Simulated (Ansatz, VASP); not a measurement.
## VO2 in VASP and in Ansatz

INCAR

```
SYSTEM = VO2
PREC = Accurate
ENCUT = 520
EDIFF = 1E-8
ISMEAR = -1
SIGMA = 0.08
LREAL = .False.
LASPH = .True.
NELM = 200
ALGO = Normal
ISIF = 2
LWAVE = .False.
LCHARG = .False.
ISPIN = 2
MAGMOM = 1.5 1.5 0 0 0 0
LORBIT = 11
LMAXMIX = 4
GGA = PE
LEFG = .True.
NBANDS = 38
GGA_COMPAT = .False.
```

The input KPOINTS:

```
regular mesh
0
Gamma
  7 7 11
  0 0 0
```

The input POSCAR:

```
VO2
1.0
    4.5546000000      0.0000000000      0.0000000000
    0.0000000000      4.5546000000      0.0000000000
    0.0000000000      0.0000000000      2.8528000000
V O
2 4
Direct
    0.0000000000      0.0000000000      0.0000000000
    0.5000000000      0.5000000000      0.5000000000
    0.3001000000      0.3001000000      0.0000000000
    0.1999000000      0.8001000000      0.5000000000
    0.6999000000      0.6999000000      0.0000000000
    0.8001000000      0.1999000000      0.5000000000
```

Input for Ansatz:

```yaml
crystal:
  lattice:
    - [4.5546, 0.0, 0.0]
    - [0.0, 4.5546, 0.0]
    - [0.0, 0.0, 2.8528]
  atoms:
    - { symbol: V, position: [0.0, 0.0, 0.0], spin: 1.5 }
    - { symbol: V, position: [0.5, 0.5, 0.5], spin: 1.5 }
    - { symbol: O, position: [0.3001, 0.3001, 0.0] }
    - { symbol: O, position: [0.1999, 0.8001, 0.5] }
    - { symbol: O, position: [0.6999, 0.6999, 0.0] }
    - { symbol: O, position: [0.8001, 0.1999, 0.5] }
magnetization:
  spin_polarized: true
kpoints:
  mp_grid: { grid: [7, 7, 11] }
  band_path:
    path:
      - [0.0, 0.0, 0.0]
      - [0.0, 0.5, 0.0]
      - [0.5, 0.5, 0.0]
      - [0.0, 0.0, 0.0]
      - [0.0, 0.0, 0.5]
      - [0.0, 0.5, 0.5]
      - [0.5, 0.5, 0.5]
      - [0.0, 0.0, 0.5]
      - [0.0, 0.5, 0.0]
    npoints: 8
scf:
  occupations: { method: fermi_dirac, width: 0.08 }
hamiltonian:
  xc: pbe
  pseudopotentials: { kind: paw }
output:
  forces: true
  stress: true
  eigenvalues: true
  efg: { contact_densities: true }
  populations: true
  bader: true
  dos: { projected: true, de: 0.2, e_range: [-14, 8] }
```

Alike in both runs: task electric field gradients; functional PBE; k mesh 7 × 7 × 11; occupations fermi-dirac, width 0.08 eV; collinear spin.

|  | VASP | Ansatz |
| --- | --- | --- |
| version | VASP 6.6.1 | Ansatz 0.2.0 |
| potentials or method | VASP PAW PBE potentials, release 64 (V_sv, O) | PAW with Ansatz's default frozen-core files, scalar-relativistic |
| plane-wave cutoff (eV) | 520 | 420 |
| valence electrons in the cell | 50 | 50 |

Ansatz gave:

* pressure (GPa): 1.7
* traceless stress, the component that is largest in VASP (GPa): -1.81
* rms of the force components (eV/Å): 0.002
* net moment per atom (μB): 0.33
* size of the moment on the site where the two differ most (μB): 0.83
* size of Vzz on the site where it differs most (V/Å²): 29.1

Task: Which values does VASP return?

Result: Pressure (GPa): 2.7; traceless stress, the component that is largest in VASP (GPa): -1.58; rms of the force components (eV/Å): 0.015; net moment per atom (μB): 0.33; size of the moment on the site where the two differ most (μB): 1.04; size of Vzz on the site where it differs most (V/Å²): 27.1.

Site moments also hang on the region over which each program counts them. Atom by atom the forces differ by 0.013 eV/Å (rms over components).
